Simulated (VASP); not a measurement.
# Si31Ag (a cell with a defect) in VASP: relaxation of the atoms with PBE

Aim: the relaxation of the atoms of Si31Ag (a cell with a defect) with PBE.

Program: VASP 6.6.1. These are calculated values, not measurements. Logs are shortened: lines on timing, memory, paths and dates and some standing lists are left out, and cuts for length are marked.

## 1. The cell of the first run

The cell holds a defect, 32 atoms: a = 9.474 Å, b = 9.474 Å, c = 9.474 Å, α = 109.47°, β = 109.47°, γ = 109.47°.

## 2. Relaxation of the atoms, PBE

Input file INCAR:

```
ALGO = Normal
EDIFF = 1E-7
EDIFFG = -0.025
ENCUT = 450
GGA = PE
GGA_COMPAT = F
IBRION = 2
ISIF = 2
ISMEAR = 0
KPAR = 2
LASPH = T
LCHARG = F
LREAL = Auto
LWAVE = F
NCORE = 2
NELECT = 134.0
NELM = 120
NELMIN = 4
NSW = 65
PREC = Accurate
SIGMA = 0.01
```

Input file KPOINTS:

```
Automatic mesh
0
Gamma
  2 2 2
  0.5 0.5 0.5
```

Input file POSCAR:

```
Si31Ag
1.0
    5.4700937624     -5.4700937624      5.4700937624
   -5.4700937624      5.4700937624      5.4700937624
   -5.4700937624     -5.4700937624     -5.4700937624
Ag Si
1 31
Direct
    0.2544665324     -0.0002166313      0.0001085226
    0.5014721027     -0.0004833609      0.7488792683
    0.7502527607     -0.0005421882      0.4998333025
   -0.0006366581      0.2506441703     -0.0001619190
    0.2503024708      0.2506662165      0.7489324771
   -0.0007377603     -0.0005336046      0.2510307070
    0.7502886270      0.4994875368     -0.0001492874
    0.5012300083      0.2504153321      0.5019549737
    0.7523697232      0.2504149385      0.2507581756
   -0.0009096590      0.4973936326      0.7486920031
    0.5014430311      0.7485919799     -0.0001374043
    0.2502879990      0.4994758393      0.4998733991
    0.7481210502      0.7483040388      0.7486782269
    0.5012165655      0.5015748905      0.2507524433
   -0.0008941989      0.7483272223      0.4977337816
    0.2502640464      0.7485643158      0.2510195599
    0.2517629843     -0.0008432184      0.2615770094
    0.5077823015     -0.0002425336      0.0013423223
    0.7514840066     -0.0005250817      0.7492071553
    0.0021171835      0.2501166524      0.2504774401
    0.2491414640      0.2593442871      0.0000382744
   -0.0003464838     -0.0004839606      0.5010965234
    0.7490929854      0.4982889073      0.2480047446
    0.5009351247      0.2501615164      0.7516935520
    0.7490894538      0.2476412716      0.4986263659
   -0.0003515059      0.5006886477     -0.0001352643
    0.5008802428      0.7513052118      0.2504708343
    0.2502766903      0.5007053715      0.7492488327
    0.7514403355      0.7488203730     -0.0001632621
    0.4984254577      0.4982503401      0.4986016384
   -0.0093169521      0.7342346593      0.7347493209
    0.2502939420      0.7488531369      0.5010661416
```

Potentials or basis: VASP PAW PBE potentials, release 64 (Ag, Si).

Command:

```sh
$ cat potpaw_PBE.64/Ag/POTCAR potpaw_PBE.64/Si/POTCAR > POTCAR
$ mpirun -np 4 vasp_std > vasp.out
```

OUTCAR:

```text
EDIFF = 1E-7
   EDIFFG = -0.025
   ENCUT = 450
   GGA = PE
   IBRION = 2
   ISIF = 2
   ISMEAR = 0
   LASPH = T
   LREAL = Auto
   NELECT = 134.0
   NELM = 120
   NELMIN = 4
   NSW = 65
   PREC = Accurate

 ion  position               nearest neighbor table
   1  0.254  1.000  0.000-  18 2.40  21 2.48  17 2.49  31 2.51
   2  0.501  1.000  0.749-  32 2.37  24 2.37  19 2.37  18 2.37
   3  0.750  0.999  0.500-  19 2.36  22 2.36  27 2.36  25 2.36
   4  0.999  0.251  1.000-  21 2.34  19 2.37  20 2.37  26 2.37
   5  0.250  0.251  0.749-  21 2.36  22 2.37  24 2.37  28 2.37
   6  0.999  0.999  0.251-  17 2.36  20 2.37  29 2.37  22 2.37
[... 24 lines left out ...]
  31  0.991  0.734  0.735-  10 2.32  15 2.32  13 2.39   1 2.51
  32  0.250  0.749  0.501-  12 2.36   2 2.37  15 2.37  16 2.37

  LATTYP: Found a body centered cubic cell.
 ALAT       =    10.9401875248

  Lattice vectors:

 A1 = (   5.4700937624,  -5.4700937624,   5.4700937624)
 A2 = (  -5.4700937624,   5.4700937624,   5.4700937624)
 A3 = (  -5.4700937624,  -5.4700937624,  -5.4700937624)

Analysis of symmetry for initial positions (statically):
=====================================================================
 Subroutine PRICEL returns:
 Original cell was already a primitive cell.

 Routine SETGRP: Setting up the symmetry group for a
 body centered cubic supercell.

 Subroutine GETGRP returns: Found  1 space group operations
 (whereof  1 operations were pure point group operations)
 out of a pool of 48 trial point group operations.

The static configuration has the point symmetry C_1 .

Analysis of symmetry for dynamics (positions and initial velocities):
=====================================================================
 Subroutine PRICEL returns:
 Original cell was already a primitive cell.

 Routine SETGRP: Setting up the symmetry group for a
 body centered cubic supercell.

 Subroutine GETGRP returns: Found  1 space group operations
 (whereof  1 operations were pure point group operations)
 out of a pool of 48 trial point group operations.

The dynamic configuration has the point symmetry C_1 .

 Subroutine INISYM returns: Found  1 space group operations
 (whereof  1 operations are pure point group operations),
 and found     1 'primitive' translations

----------------------------------------------------------------------------------------

                                     Primitive cell

  volume of cell :     654.7030

  direct lattice vectors                    reciprocal lattice vectors
     5.470093762 -5.470093762  5.470093762     0.000000000 -0.091406111  0.091406111
    -5.470093762  5.470093762  5.470093762    -0.091406111  0.000000000  0.091406111
    -5.470093762 -5.470093762 -5.470093762    -0.091406111 -0.091406111  0.000000000

  length of vectors
     9.474480319  9.474480319  9.474480319     0.129267762  0.129267762  0.129267762

  position of ions in fractional coordinates (direct lattice)
     0.254466532  0.999783369  0.000108523
     0.501472103  0.999516639  0.748879268
     0.750252761  0.999457812  0.499833303
     0.999363342  0.250644170  0.999838081
     0.250302471  0.250666217  0.748932477
     0.999262240  0.999466395  0.251030707
[... 24 lines left out ...]
     0.990683048  0.734234659  0.734749321
     0.250293942  0.748853137  0.501066142

  ion indices of the primitive-cell ions
   primitive index   ion index
                 1           1
                 2           2
                 3           3
                 4           4
                 5           5
                 6           6
[... 24 lines left out ...]
                31          31
                32          32

----------------------------------------------------------------------------------------

 KPOINTS: Automatic mesh

Automatic generation of k-mesh.
 Grid dimensions read from file:
 generate k-points for:    2    2    2

 Generating k-lattice:

  Cartesian coordinates                     Fractional coordinates (reciprocal lattice)
     0.000000000 -0.045703056  0.045703056     0.500000000  0.000000000  0.000000000
    -0.045703056  0.000000000  0.045703056     0.000000000  0.500000000  0.000000000
    -0.045703056 -0.045703056  0.000000000     0.000000000  0.000000000  0.500000000

  Length of vectors
     0.064633881  0.064633881  0.064633881

  Shift w.r.t. Gamma in fractional coordinates (k-lattice)
     0.500000000  0.500000000  0.500000000

 Subroutine IBZKPT returns following result:
 ===========================================

 Found      4 irreducible k-points:

 Following reciprocal coordinates:
            Coordinates               Weight
  0.250000  0.250000  0.250000      2.000000
 -0.250000  0.250000  0.250000      2.000000
  0.250000 -0.250000  0.250000      2.000000
  0.250000  0.250000 -0.250000      2.000000
   k-points           NKPTS =      4   k-points in BZ     NKDIM =      4   number of bands    NBANDS=     84
   number of dos      NEDOS =    301   number of ions     NIONS =     32
   total plane-waves  NPLWV = 343000
   dimension x,y,z NGX =    70 NGY =   70 NGZ =   70
   dimension x,y,z NGXF=   140 NGYF=  140 NGZF=  140
   ions per type =               1  31
   NGX,Y,Z   is equivalent  to a cutoff of  12.28, 12.28, 12.28 a.u.
   NGXF,Y,Z  is equivalent  to a cutoff of  24.57, 24.57, 24.57 a.u.
 SYSTEM =  unknown system
   PREC   = accura    normal or accurate (medium, high low for compatibility)
   ISTART =      0    job   : 0-new  1-cont  2-samecut
   ICHARG =      2    charge: 1-file 2-atom 10-const
   ISPIN  =      1    spin polarized calculation?
   LNONCOLLINEAR =      F non collinear calculations
   LSORBIT =      F    spin-orbit coupling
   LASPH  =      T    aspherical Exc in radial PAW
   ENCUT  =  450.0 eV  33.07 Ry    5.75 a.u.  16.39 16.39 16.39*2*pi/ulx,y,z
   NELM   =    120;   NELMIN=  4; NELMDL= -5     # of ELM steps
   EDIFF  = 0.1E-06   stopping-criterion for ELM
   LREAL  =      T    real-space projection
   EDIFFG = -.3E-01   stopping-criterion for IOM
   NSW    =     65    number of steps for IOM
   IBRION =      2    ionic relax: 0-MD 1-quasi-New 2-CG
   NFREE  =      1    steps in history (QN), initial steepest desc. (CG)
   ISIF   =      2    stress and relaxation
   ISYM   =      2    0-nonsym 1-usesym 2-fastsym
   POTIM  = 0.5000    time-step for ionic-motion
   TEBEG  =    0.0;   TEEND  =   0.0 temperature during run
   PSTRESS=    0.0 pullay stress
   NELECT =     134.0000    total number of electrons
   NUPDOWN=      -1.0000    fix difference up-down
   EMIN   =  10.00;   EMAX   =-10.00  energy-range for DOS
   EFERMI =   0.00;   METHOD = LEGACY
   ISMEAR =     0;   SIGMA  =   0.01  broadening in eV -4-tet -1-fermi 0-gaus
   EFERMI_NEDOS =   21; number of points for ismear=-14 and -15
   IALGO  =     38    algorithm
   IMIX   =      4    mixing-type and parameters
     AMIX     =   0.40;   BMIX     =  1.00
     AMIX_MAG =   1.60;   BMIX_MAG =  1.00
  volume/ion in A,a.u.               =      20.46       138.07
  Fermi-wavevector in a.u.,A,eV,Ry     =   0.964780  1.823170 12.664311  0.930801
  Thomas-Fermi vector in A             =   2.094441
   LORBIT       =      0    0 simple, 1 ext, 2 COOP (PROOUT), +10 PAW based schemes
   GGA     = PE    functional components
   LHFCALC =     F    Hartree Fock is set to
   AEXX    =    0.0000 exact exchange contribution
   IVDW    =     0    specifies the selected vdW correction
   LEPSILON=     F    determine dielectric tensor
   LRPA    =     F    only Hartree local field effects (RPA)
 conjugate gradient relaxation of ions
 non-spin polarized calculation
 Gauss-broadening in eV      SIGMA  =   0.01
  energy-cutoff  :      450.00
  volume of cell :      654.70
 maximum number of plane-waves:     14240
 NGX is ok and might be reduce to    70
   NGX = 33   NGY = 33   NGZ = 33

--------------------------------------- Ionic step        1  -------------------------------------------

 number of electron     134.0000006 magnetization

 Free energy of the ion-electron system (eV)
  ---------------------------------------------------
  ext. energy  EPLUGINS =         0.00000000
  ---------------------------------------------------
  free energy    TOTEN  =      -173.92037572 eV

  energy without entropy =     -173.91637180  energy(sigma->0) =     -173.91837376

------------------------ aborting loop because EDIFF is reached ----------------------------------------

  FORCE on cell =-STRESS in cart. coord.  units (eV):
  Direction    XX          YY          ZZ          XY          YZ          ZX
  --------------------------------------------------------------------------------------
  -------------------------------------------------------------------------------------
  Total       -5.5201547     -6.8777555     -7.4246471     -0.5098694      0.2775267     -0.1405820
  in kB      -13.5088234    -16.8311197    -18.1694631     -1.2477432      0.6791583     -0.3440298
  external PRESSURE =     -16.1698021 kB  Pullay stress =       0.0000000 kB
[... 179 lines left out ...]
  FREE ENERGIE OF THE ION-ELECTRON SYSTEM (eV)
  ---------------------------------------------------
  free  energy   TOTEN  =      -173.9843483360 eV

  energy  without entropy=     -173.9809814273  energy(sigma->0) =     -173.98266488

[... ionic steps 4 to 9 ...]

--------------------------------------- Ionic step       10  -------------------------------------------

 number of electron     134.0000008 magnetization

------------------------ aborting loop because EDIFF is reached ----------------------------------------
[... 127 lines left out ...]
--------------------------------------- Ionic step       12  -------------------------------------------

 number of electron     134.0000007 magnetization

 Free energy of the ion-electron system (eV)
  ---------------------------------------------------
  ext. energy  EPLUGINS =         0.00000000
  ---------------------------------------------------
  free energy    TOTEN  =      -174.00882204 eV

  energy without entropy =     -174.00600111  energy(sigma->0) =     -174.00741157

 E-fermi :   5.6984     XC(G=0):  -9.3555

 val. band max:        5.6983920078   @ k =   0.2500  -0.2500   0.2500
 cond. band min:       5.6984392700   @ k =   0.2500   0.2500  -0.2500
 fundamental gap:      0.0000472622
 Fermi energy:         5.6984156389

 k-point     1 :       0.2500    0.2500    0.2500
  band No.  band energies     occupation
      1      -5.4387      2.00000
      2      -5.4379      2.00000
      3      -5.4325      2.00000
      4      -5.1755      2.00000
      5      -3.5880      2.00000
      6      -3.5867      2.00000
[... 317 lines left out ...]
     78       7.9275      0.00000
     79       8.0646      0.00000
 [bands above 79 left out]

------------------------ aborting loop because EDIFF is reached ----------------------------------------

  FORCE on cell =-STRESS in cart. coord.  units (eV):
  Direction    XX          YY          ZZ          XY          YZ          ZX
  --------------------------------------------------------------------------------------
  -------------------------------------------------------------------------------------
  Total       -4.7172916     -7.6975772     -7.6839273     -0.0144431      0.0047178      0.0292466
  in kB      -11.5440714    -18.8373727    -18.8039691     -0.0353450      0.0115452      0.0715717
  external PRESSURE =     -16.3951377 kB  Pullay stress =       0.0000000 kB
[... 47 lines left out ...]
  FREE ENERGIE OF THE ION-ELECTRON SYSTEM (eV)
  ---------------------------------------------------
  free  energy   TOTEN  =      -174.0088220402 eV

  energy  without entropy=     -174.0060011080  energy(sigma->0) =     -174.00741157

 reached required accuracy - stopping structural energy minimisation
```

Wall time 9.5 min (4 MPI ranks of Intel Xeon 6975P-C (Granite Rapids), shared host); peak memory 0.49 GiB.

Results:

- Free energy: -174.0088 eV
- Energy gained by relaxing: 2.8 meV/atom
- Ionic steps: 12
- Largest force after relaxing: 0.021 eV/Å

Forces in eV/Å, atoms in the order of the input:
```
Ag  -0.001  0.011 -0.011
Si   0.009 -0.013  0.014
Si   0.000 -0.002 -0.010
Si   0.001  0.001  0.004
Si   0.001  0.000  0.008
Si   0.003 -0.008 -0.002
Si  -0.003  0.010 -0.001
Si  -0.011 -0.001 -0.008
Si   0.002 -0.011  0.017
Si   0.011  0.006 -0.005
Si   0.014 -0.012  0.001
Si   0.007 -0.002 -0.001
Si  -0.005 -0.003  0.002
Si  -0.010  0.013  0.001
Si   0.007  0.008 -0.008
Si   0.003 -0.011 -0.003
Si   0.011  0.001  0.002
Si  -0.002 -0.006  0.000
Si   0.006  0.001  0.004
Si   0.000  0.003  0.000
Si   0.007  0.000 -0.005
Si  -0.009 -0.003 -0.004
Si  -0.003  0.011  0.004
Si  -0.014 -0.001  0.007
Si   0.000  0.002 -0.007
Si  -0.007  0.008 -0.004
Si  -0.011 -0.002  0.005
Si   0.000  0.003  0.004
Si   0.005 -0.003 -0.007
Si   0.002  0.007 -0.002
Si  -0.015 -0.009  0.008
Si   0.002  0.000 -0.002
```

The path:
```tsv
step	energy change (eV)	largest force (eV/Å)	pressure (GPa)
1	0.0000	0.8332	-1.62
2	-0.0615	0.3130	-1.64
3	-0.0640	0.1963	-1.63
4	-0.0750	0.1082	-1.63
5	-0.0784	0.0959	-1.62
6	-0.0819	0.0546	-1.62
7	-0.0829	0.0610	-1.62
8	-0.0849	0.0495	-1.63
9	-0.0854	0.0565	-1.63
10	-0.0872	0.0425	-1.63
11	-0.0877	0.0541	-1.63
12	-0.0884	0.0210	-1.64
```

Final structure:
```
CELL_PARAMETERS angstrom
5.47009 -5.47009 5.47009
-5.47009 5.47009 5.47009
-5.47009 -5.47009 -5.47009
ATOMIC_POSITIONS crystal
Ag 0.25056 0.99945 0.99990
Si 0.50028 0.99797 0.74526
Si 0.75040 0.99925 0.49971
Si 0.99723 0.25077 0.00116
Si 0.25027 0.24721 0.75022
Si 0.99710 0.00072 0.25121
Si 0.75050 0.49922 0.99981
Si 0.50366 0.25369 0.50435
Si 0.74757 0.24861 0.24925
Si 0.00029 0.49494 0.74851
Si 0.50047 0.74506 0.99852
Si 0.25037 0.49938 0.49989
Si 0.75264 0.75137 0.75180
Si 0.50377 0.50385 0.25434
Si 0.00030 0.74793 0.49532
Si 0.25037 0.74996 0.24774
Si 0.25028 0.00470 0.26640
Si 0.51152 0.99413 0.99446
Si 0.75266 0.99983 0.74950
Si 0.99976 0.25030 0.25076
Si 0.25045 0.26600 0.00510
Si 0.99961 0.99879 0.50161
Si 0.74815 0.49724 0.24716
Si 0.50100 0.24950 0.75238
Si 0.74817 0.24665 0.49794
Si 0.99982 0.50129 0.99944
Si 0.50101 0.75184 0.24998
Si 0.25036 0.49794 0.74903
Si 0.75274 0.74903 0.00026
Si 0.50092 0.50067 0.50127
Si 0.98869 0.73270 0.73311
Si 0.25033 0.74844 0.49831
```

Caveat: the k points lie up to 0.41 Å⁻¹ apart; the cell carries a net charge on a neutralising background, which shifts energy and pressure; the cell is charged against a uniform background, so pressure and absolute levels hang on convention.
